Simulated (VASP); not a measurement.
# Si (C2/m) in VASP: notebook

Runs on Si. Level: r2SCAN. Tasks: single point.

Program: VASP 6.6.1. These are calculated values, not measurements. Logs are shortened: lines on timing, memory, paths and dates and some standing lists are left out, and cuts for length are marked.

### Step 1. The cell of the first run

It takes space group C2/m (No. 12, monoclinic). The conventional cell has a = 6.652 Å, b = 3.840 Å, c = 3.840 Å, α = 90.00°, β = 125.26°, γ = 90.00°. Within 2.5 Å of Si (site symmetry m) lie 3 Si at 1.87 to 2.44 Å.

### Step 2. Single point, r2SCAN (atom 1 (Si) moved by (-0.450, -0.450) A along y and z)

POSCAR

```
Si
1.0
    0.0000000000      2.7154700000      2.7154700000
    2.7154700000      0.0000000000      2.7154700000
    2.7154700000      2.7154700000      0.0000000000
Si
2
Direct
    0.3342828313      0.5000000000      0.5000000000
    0.7500000000      0.7500000000      0.7500000000
```

INCAR.step1

```
SYSTEM = Si
ALGO = Normal
EDIFF = 1E-4
ENCUT = 520
GGA = PE
ISMEAR = 0
LASPH = .TRUE.
LCHARG = .FALSE.
LREAL = .FALSE.
LWAVE = .TRUE.
NBANDS = 11
NELM = 80
PREC = Accurate
SIGMA = 0.05
```

INCAR.step2

```
SYSTEM = Si
ALGO = Normal
EDIFF = 1E-6
ENCUT = 520
ISIF = 2
ISMEAR = 0
ISTART = 1
LASPH = .TRUE.
LCHARG = .FALSE.
LMIXTAU = .TRUE.
LREAL = .FALSE.
LWAVE = .FALSE.
METAGGA = R2SCAN
NBANDS = 11
NELM = 80
PREC = Accurate
SIGMA = 0.05
```

KPOINTS

```
k-points
0
G
  10 10 10
  0 0 0
```

Potentials or basis: VASP PAW PBE potentials, release 64 (Si).

Launch:

```console
cat potpaw_PBE.64/Si/POTCAR > POTCAR
cp INCAR.step1 INCAR
mpirun -np 1 vasp_std > vasp.out
cp INCAR.step2 INCAR
mpirun -np 1 vasp_std > vasp.out
```

OUTCAR:

```text
SYSTEM = Si
   EDIFF = 1E-6
   ENCUT = 520
   ISIF = 2
   ISMEAR = 0
   ISTART = 1
   LASPH = .TRUE.
   LREAL = .FALSE.
   METAGGA = R2SCAN
   NELM = 80
   PREC = Accurate

 ion  position               nearest neighbor table
   1  0.334  0.500  0.500-   2 1.87   2 2.44   2 2.44   2 2.89
   2  0.750  0.750  0.750-   1 1.87   1 2.44   1 2.44   1 2.89

  LATTYP: Found a face centered cubic cell.
 ALAT       =     5.4309400000

  Lattice vectors:

 A1 = (   0.0000000000,   2.7154700000,   2.7154700000)
 A2 = (   2.7154700000,   0.0000000000,   2.7154700000)
 A3 = (   2.7154700000,   2.7154700000,   0.0000000000)

Analysis of symmetry for initial positions (statically):
=====================================================================
 Subroutine PRICEL returns:
 Original cell was already a primitive cell.

 Routine SETGRP: Setting up the symmetry group for a
 face centered cubic supercell.

 Subroutine GETGRP returns: Found  4 space group operations
 (whereof  2 operations were pure point group operations)
 out of a pool of 48 trial point group operations.

The static configuration has the point symmetry C_1h.
 The point group associated with its full space group is C_2h.

Analysis of symmetry for dynamics (positions and initial velocities):
=====================================================================
 Subroutine PRICEL returns:
 Original cell was already a primitive cell.

 Routine SETGRP: Setting up the symmetry group for a
 face centered cubic supercell.

 Subroutine GETGRP returns: Found  4 space group operations
 (whereof  2 operations were pure point group operations)
 out of a pool of 48 trial point group operations.

The dynamic configuration has the point symmetry C_1h.
 The point group associated with its full space group is C_2h.

 Subroutine INISYM returns: Found  4 space group operations
 (whereof  2 operations are pure point group operations),
 and found     1 'primitive' translations

----------------------------------------------------------------------------------------

                                     Primitive cell

  volume of cell :      40.0465

  direct lattice vectors                    reciprocal lattice vectors
     0.000000000  2.715470000  2.715470000    -0.184130187  0.184130187  0.184130187
     2.715470000  0.000000000  2.715470000     0.184130187 -0.184130187  0.184130187
     2.715470000  2.715470000  0.000000000     0.184130187  0.184130187 -0.184130187

  length of vectors
     3.840254502  3.840254502  3.840254502     0.318922840  0.318922840  0.318922840

  position of ions in fractional coordinates (direct lattice)
     0.334282831  0.500000000  0.500000000
     0.750000000  0.750000000  0.750000000

  ion indices of the primitive-cell ions
   primitive index   ion index
                 1           1
                 2           2

----------------------------------------------------------------------------------------

 KPOINTS: k-points

Automatic generation of k-mesh.
 Grid dimensions read from file:
 generate k-points for:   10   10   10

 Generating k-lattice:

  Cartesian coordinates                     Fractional coordinates (reciprocal lattice)
    -0.018413019  0.018413019  0.018413019     0.100000000  0.000000000  0.000000000
     0.018413019 -0.018413019  0.018413019     0.000000000  0.100000000  0.000000000
     0.018413019  0.018413019 -0.018413019     0.000000000  0.000000000  0.100000000

  Length of vectors
     0.031892284  0.031892284  0.031892284

  Shift w.r.t. Gamma in fractional coordinates (k-lattice)
     0.000000000  0.000000000  0.000000000

 Subroutine IBZKPT returns following result:
 ===========================================

 Found    282 irreducible k-points:

 Following reciprocal coordinates:
            Coordinates               Weight
  0.000000  0.000000  0.000000      1.000000
  0.100000  0.000000  0.000000      2.000000
  0.000000  0.100000  0.000000      4.000000
  0.100000  0.100000  0.100000      2.000000
  0.200000  0.000000  0.000000      2.000000
  0.000000  0.200000  0.000000      4.000000
[... 16 lines left out ...]
  0.200000  0.100000  0.200000      4.000000
  0.100000 -0.100000 -0.100000      2.000000
 [... further k-points ...]
   k-points           NKPTS =    282   k-points in BZ     NKDIM =    282   number of bands    NBANDS=     11
   number of dos      NEDOS =    301   number of ions     NIONS =      2
   total plane-waves  NPLWV =  27000
   dimension x,y,z NGX =    30 NGY =   30 NGZ =   30
   dimension x,y,z NGXF=    60 NGYF=   60 NGZF=   60
   ions per type =               2
   NGX,Y,Z   is equivalent  to a cutoff of  12.99, 12.99, 12.99 a.u.
   NGXF,Y,Z  is equivalent  to a cutoff of  25.97, 25.97, 25.97 a.u.
 SYSTEM =  Si
   PREC   = accura    normal or accurate (medium, high low for compatibility)
   ISTART =      1    job   : 0-new  1-cont  2-samecut
   ICHARG =      0    charge: 1-file 2-atom 10-const
   ISPIN  =      1    spin polarized calculation?
   LNONCOLLINEAR =      F non collinear calculations
   LSORBIT =      F    spin-orbit coupling
   LASPH  =      T    aspherical Exc in radial PAW
   ENCUT  =  520.0 eV  38.22 Ry    6.18 a.u.   7.14  7.14  7.14*2*pi/ulx,y,z
   NELM   =     80;   NELMIN=  2; NELMDL=  0     # of ELM steps
   EDIFF  = 0.1E-05   stopping-criterion for ELM
   LREAL  =      F    real-space projection
   EDIFFG = 0.1E-04   stopping-criterion for IOM
   NSW    =      0    number of steps for IOM
   IBRION =     -1    ionic relax: 0-MD 1-quasi-New 2-CG
   NFREE  =      0    steps in history (QN), initial steepest desc. (CG)
   ISIF   =      2    stress and relaxation
   ISYM   =      2    0-nonsym 1-usesym 2-fastsym
   POTIM  = 0.5000    time-step for ionic-motion
   TEBEG  =    0.0;   TEEND  =   0.0 temperature during run
   PSTRESS=    0.0 pullay stress
   NELECT =       8.0000    total number of electrons
   NUPDOWN=      -1.0000    fix difference up-down
   EMIN   =  10.00;   EMAX   =-10.00  energy-range for DOS
   EFERMI =   0.00;   METHOD = LEGACY
   ISMEAR =     0;   SIGMA  =   0.05  broadening in eV -4-tet -1-fermi 0-gaus
   EFERMI_NEDOS =   21; number of points for ismear=-14 and -15
   IALGO  =     38    algorithm
   IMIX   =      4    mixing-type and parameters
     AMIX     =   0.40;   BMIX     =  1.00
     AMIX_MAG =   1.60;   BMIX_MAG =  1.00
  volume/ion in A,a.u.               =      20.02       135.12
  Fermi-wavevector in a.u.,A,eV,Ry     =   0.957010  1.808487 12.461143  0.915868
  Thomas-Fermi vector in A             =   2.085990
   LORBIT       =      0    0 simple, 1 ext, 2 COOP (PROOUT), +10 PAW based schemes
   METAGGA = R2SCAN    functional components
   LHFCALC =     F    Hartree Fock is set to
   AEXX    =    0.0000 exact exchange contribution
   IVDW    =     0    specifies the selected vdW correction
   LEPSILON=     F    determine dielectric tensor
   LRPA    =     F    only Hartree local field effects (RPA)
 non-spin polarized calculation
 Gauss-broadening in eV      SIGMA  =   0.05
  energy-cutoff  :      520.00
  volume of cell :       40.05
 maximum number of plane-waves:      1091
 NGX is ok and might be reduce to    30
   NGX = 15   NGY = 15   NGZ = 15

 number of electron       8.0000000 magnetization

 Free energy of the ion-electron system (eV)
  ---------------------------------------------------
  ext. energy  EPLUGINS =         0.00000000
  ---------------------------------------------------
  free energy    TOTEN  =       -14.80703058 eV

  energy without entropy =      -14.80672870  energy(sigma->0) =      -14.80687964

 E-fermi :   6.0589     XC(G=0):  -9.8935

 val. band max:        6.0402793254   @ k =   0.0000   0.3000   0.3000
 cond. band min:       6.0624114710   @ k =   0.1000  -0.3000  -0.1000
 fundamental gap:      0.0221321456
 Fermi energy:         6.0588698218

 k-point     1 :       0.0000    0.0000    0.0000
  band No.  band energies     occupation
      1      -7.1478      2.00000
      2       3.3100      2.00000
      3       6.1757      0.00095
      4       6.5742      0.00000
      5       7.2343      0.00000
      6       9.0218      0.00000
      7       9.0946      0.00000
      8      10.2935      0.00000
      9      13.0653      0.00000
     10      13.8230      0.00000
     11      14.8832      0.00000

 k-point     2 :       0.1000    0.0000    0.0000
  band No.  band energies     occupation
      1      -7.0039      2.00000
      2       2.6323      2.00000
      3       5.5939      2.00000
      4       6.3616      0.00000
      5       8.0542      0.00000
      6       9.0693      0.00000
      7       9.5335      0.00000
      8      10.3102      0.00000
      9      12.6783      0.00000
     10      13.9791      0.00000
     11      14.3648      0.00000

 k-point     3 :       0.0000    0.1000    0.0000
  band No.  band energies     occupation
      1      -7.0181      2.00000
      2       3.0014      2.00000
      3       5.1335      2.00000
      4       6.6083      0.00000
      5       7.3748      0.00000
      6       8.7679      0.00000
      7       9.8586      0.00000
      8      10.8511      0.00000
      9      13.0302      0.00000
     10      13.5162      0.00000
     11      15.0083      0.00000
[... 267 lines left out ...]
 k-point    23 :       0.2000    0.1000    0.2000
  band No.  band energies     occupation
      1      -6.7056      2.00000
      2       2.6185      2.00000
      3       4.3684      2.00000
      4       5.1502      2.00000
      5       7.0312      0.00000
      6       8.9726      0.00000
      7      10.8164      0.00000
      8      11.5020      0.00000
      9      12.8554      0.00000
     10      14.7773      0.00000
     11      15.6249      0.00000

 k-point    24 :       0.1000   -0.1000   -0.1000
  band No.  band energies     occupation
      1      -6.6271      2.00000
      2       1.4821      2.00000
      3       4.5201      2.00000
      4       6.5523      0.00000
      5       7.6617      0.00000
      6       9.7700      0.00000
      7       9.8276      0.00000
      8      10.8222      0.00000
      9      12.5210      0.00000
     10      13.9540      0.00000
     11      15.2540      0.00000

 [... further k-points ...]

------------------------ aborting loop because EDIFF is reached ----------------------------------------

  FORCE on cell =-STRESS in cart. coord.  units (eV):
  Direction    XX          YY          ZZ          XY          YZ          ZX
  --------------------------------------------------------------------------------------
  -------------------------------------------------------------------------------------
  Total        7.7910586      2.5998097      2.5998097     -6.0736803      3.9965585     -6.0736814
  in kB      311.7037506    104.0128804    104.0128804   -242.9950854    159.8938417   -242.9951288
  external PRESSURE =     173.2431704 kB  Pullay stress =       0.0000000 kB

 VOLUME and BASIS-vectors are now :
 -----------------------------------------------------------------------------
  energy-cutoff  :      520.00
  volume of cell :       40.05
      direct lattice vectors                 reciprocal lattice vectors
     0.000000000  2.715470000  2.715470000    -0.184130187  0.184130187  0.184130187
     2.715470000  0.000000000  2.715470000     0.184130187 -0.184130187  0.184130187
     2.715470000  2.715470000  0.000000000     0.184130187  0.184130187 -0.184130187

 POSITION                                       TOTAL-FORCE (eV/Angst)
 -----------------------------------------------------------------------------------
      2.71547      2.26547      2.26547        -7.894673      6.165602      6.165602
      4.07320      4.07320      4.07320         7.894673     -6.165602     -6.165602
 -----------------------------------------------------------------------------------
    total drift:                               -0.000001     -0.000001     -0.000001

  FREE ENERGIE OF THE ION-ELECTRON SYSTEM (eV)
  ---------------------------------------------------
  free  energy   TOTEN  =       -14.8070305820 eV

  energy  without entropy=      -14.8067286991  energy(sigma->0) =      -14.80687964
```

Run time: 6.9 min. Hardware: 1 thread of Intel Xeon Platinum 8259CL at 2.50GHz (Skylake/Cascade Lake), shared host; peak memory 0.23 GiB.

Results:

```yaml
Free_energy: -14.8070 eV
Pressure: 17.3 GPa
Largest_force: 11.762 eV/Å
Band_gap_on_the_k_mesh: zero (bands 4 and 5 overlap by 1.59 eV)
```

Forces in eV/Å, atoms in the order of the input:
```
Si  -7.895  6.166  6.166
Si   7.895 -6.166 -6.166
```

Levels at points of the mesh, in eV from the Fermi level:
| k point | band 1 | band 2 | band 3 | band 4 | band 5 | band 6 | band 7 | band 8 |
| --- | --- | --- | --- | --- | --- | --- | --- | --- |
| (0.00, 0.00, 0.00) | -13.21 | -2.75 | 0.12 | 0.52 | 1.18 | 2.96 | 3.04 | 4.23 |
| (0.50, 0.00, 0.00) | -9.91 | -9.48 | -2.08 | -0.74 | 1.80 | 2.93 | 4.90 | 8.16 |
| (0.00, 0.50, 0.00) | -11.07 | -7.54 | -2.88 | 0.46 | 0.67 | 1.00 | 5.10 | 6.97 |
| (0.50, 0.50, 0.50) | -11.47 | -6.24 | -3.15 | -0.70 | 0.84 | 1.00 | 4.01 | 6.95 |
| (0.50, 0.50, 0.00) | -10.14 | -7.45 | -3.78 | -2.88 | -0.75 | 1.09 | 9.78 | 9.92 |
| (0.00, 0.50, 0.50) | -9.73 | -8.30 | -3.43 | -2.24 | -0.83 | 0.71 | 9.14 | 9.18 |

Caveat: the cell differs from its parent crystal (atom 1 (Si) moved by (-0.450, -0.450) A along y and z); the cell stands under pressure; the PAW data sets were made with another functional, which shifts forces and pressure a little.

### Step 3. Single point, r2SCAN (atom 1 (Si) moved by (-0.225, -0.225) A along y and z)

Changes to POSCAR since step 2:

```diff
@@ -8,3 +8,3 @@
 Direct
-    0.3342828313      0.5000000000      0.5000000000
+    0.4171414157      0.5000000000      0.5000000000
     0.7500000000      0.7500000000      0.7500000000
```

INCAR.step1

```
  PREC = Accurate
  ENCUT = 520
  ISMEAR = 0
  SIGMA = 0.05
  LREAL = False
  LASPH = True
  NELM = 60
  NBANDS = 11
  GGA = PE
  ALGO = Normal
  EDIFF = 1E-4
  LWAVE = True
  LCHARG = False
```

INCAR.step2

```
  PREC = Accurate
  ENCUT = 520
  EDIFF = 1E-6
  ISMEAR = 0
  SIGMA = 0.05
  LREAL = False
  LASPH = True
  NELM = 60
  ALGO = Normal
  ISIF = 2
  LWAVE = False
  LCHARG = True
  METAGGA = R2SCAN
  LMIXTAU = True
  LELF = True
  LVHAR = True
  NBANDS = 11
  ISTART = 1
```

KPOINTS

```
Automatic mesh
0
Gamma
  10 10 10
```

Potentials or basis: VASP PAW PBE potentials, release 64 (Si).

Launch:

```console
cat potpaw_PBE.64/Si/POTCAR > POTCAR
cp INCAR.step1 INCAR
mpirun -np 1 vasp_std > vasp.out
cp INCAR.step2 INCAR
mpirun -np 1 vasp_std > vasp.out
```

Run time: 6.9 min. Hardware: 1 thread of Intel Xeon Platinum 8259CL at 2.50GHz (Skylake/Cascade Lake), shared host; peak memory 0.23 GiB.

It converged, with:

| Property | Result |
| --- | --- |
| Free energy | -16.8550 eV |
| Pressure | 4.2 GPa |
| Largest force | 4.714 eV/Å |
| Band gap on the k mesh | zero (bands 4 and 5 overlap by 1.38 eV) |

Forces in eV/Å, atoms in the order of the input:
```
Si  -1.922  3.044  3.044
Si   1.922 -3.044 -3.044
```

Stress tensor (GPa, compression positive):
```
 6.80 -9.85 -9.85
-9.85  2.87  4.47
-9.85  4.47  2.87
```

Levels at points of the mesh, in eV from the Fermi level:
```csv
k point,band 1,band 2,band 3,band 4,band 5,band 6,band 7,band 8,band 9
"(0.00, 0.00, 0.00)",-13.19,-2.02,-0.43,1.11,1.23,1.82,3.13,3.28,7.57
"(0.50, 0.00, 0.00)",-10.13,-9.02,-2.10,-1.14,1.56,2.81,4.03,8.03,9.50
"(0.00, 0.50, 0.00)",-10.84,-7.80,-2.69,-0.71,1.08,1.78,4.13,7.51,10.39
"(0.50, 0.50, 0.50)",-11.17,-6.91,-2.73,-1.43,1.04,1.83,3.37,7.31,10.79
"(0.50, 0.50, 0.00)",-9.53,-8.10,-3.90,-3.21,-0.27,0.78,10.25,10.49,10.58
"(0.00, 0.50, 0.50)",-9.15,-8.65,-3.58,-3.21,-0.06,0.41,10.13,10.27,10.41
```

Caveat: the cell differs from its parent crystal (atom 1 (Si) moved by (-0.225, -0.225) A along y and z); the cell stands under pressure; the PAW data sets were made with another functional, which shifts forces and pressure a little.
